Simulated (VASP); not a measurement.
Crystal: Al4As3N.

```
CELL_PARAMETERS angstrom
5.10228 0.00000 0.00000
0.00000 5.10228 0.00000
0.00000 0.00000 5.10228
ATOMIC_POSITIONS crystal
N 0.00000 0.00000 0.00000
Al 0.75000 0.75000 0.75000
Al 0.25000 0.25000 0.75000
Al 0.25000 0.75000 0.25000
Al 0.75000 0.25000 0.25000
As 0.50000 0.50000 0.00000
As 0.50000 0.00000 0.50000
As 0.00000 0.50000 0.50000
```

| Quantity | Value |
| --- | --- |
| Program | VASP 6.6.1 |
| Task | relaxation of cell and atoms |
| Functional | PBE |
| Potentials or basis | VASP PAW PBE potentials, release 64 (N, Al, As) |
| Cutoff | 600 eV |
| k mesh | 4 × 4 × 4 |
| Occupations | fermi-dirac, width 0.02 eV |
| Spin | no spin polarisation |

At the start: pressure 27.5 GPa; volume 16.60 Å³/atom.

Problem. How do energy, volume and symmetry change on relaxing?

Solution. Over 11 steps the energy falls by 567.4 meV/atom and the volume is 19.45 Å³/atom (+17.1 %); space group P-43m (No. 215, to 0.05 Å).

The path:
```tsv
step	energy change (eV)	largest force (eV/Å)	pressure (GPa)	volume (Å³)
1	0.0000	5.0200	27.52	132.83
2	-2.7160	0.2833	-11.63	195.54
3	-3.8759	1.4578	-4.41	168.55
4	-3.8799	1.5425	-3.82	167.24
5	-3.8791	1.5916	-3.47	166.50
6	-4.3917	0.8659	-1.58	159.62
7	-4.5346	0.0668	0.88	153.95
8	-4.5348	0.1048	0.76	154.19
9	-4.5386	0.0352	-0.31	156.07
10	-4.5393	0.0070	-0.01	155.54
11	-4.5393	0.0045	-0.03	155.57
```

Final structure:
```
CELL_PARAMETERS angstrom
5.37825 0.00000 0.00000
0.00000 5.37825 0.00000
0.00000 0.00000 5.37825
ATOMIC_POSITIONS crystal
N 0.00000 0.00000 0.00000
Al 0.78307 0.78307 0.78307
Al 0.21693 0.21693 0.78307
Al 0.21693 0.78307 0.21693
Al 0.78307 0.21693 0.21693
As 0.50000 0.50000 0.00000
As 0.50000 0.00000 0.50000
As 0.00000 0.50000 0.50000
```

Caveat: the volume moved by over 15 % at a fixed basis, so the end points are rough.
